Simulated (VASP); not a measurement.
Input of a VASP 6.6.1 run:

Contents of INCAR:

```
  PREC = Accurate
  ENCUT = 520
  EDIFF = 1E-6
  ISMEAR = 0
  SIGMA = 0.1
  LREAL = F
  LASPH = T
  NELM = 60
  ALGO = Normal
  ISIF = 2
  LWAVE = F
  LCHARG = F
  LDIPOL = T
  IDIPOL = 3
  DIPOL = 0.5 0.5 0.349
  GGA = PE
  IVDW = 12
  NBANDS = 16
```

The input KPOINTS:

```
regular mesh
0
Gamma
  15 15 1
```

File POSCAR:

```
C
1.0
    2.4656524413      0.0000000000      0.0000000000
   -1.2328262206      2.1353176511      0.0000000000
    0.0000000000      0.0000000000     17.5000663888
C
4
Direct
    0.6666666667      0.3333333333      0.2571437785
    0.3333333333      0.6666666667      0.2571418816
    0.6666666667      0.3333333333      0.4405735508
    0.3333333333      0.6666666667      0.4405716540
```

Potentials or basis: VASP PAW PBE potentials, release 64 (C).

Run with:

```bash
$ cat potpaw_PBE.64/C/POTCAR > POTCAR
$ mpirun -np 1 vasp_std > vasp.out
```

Task: What does it give for the band gap on the k mesh?

Result: 0.87 eV, direct.

Task: What does it give for the largest force?

Result: 0.110 eV/Å.

Task: Predict the dispersion energy per atom.

Result: -0.124 eV.

Forces in eV/Å, atoms in the order of the input:
```
C    0.000  0.000 -0.110
C    0.000  0.000 -0.110
C    0.000  0.000  0.110
C    0.000  0.000  0.110
```
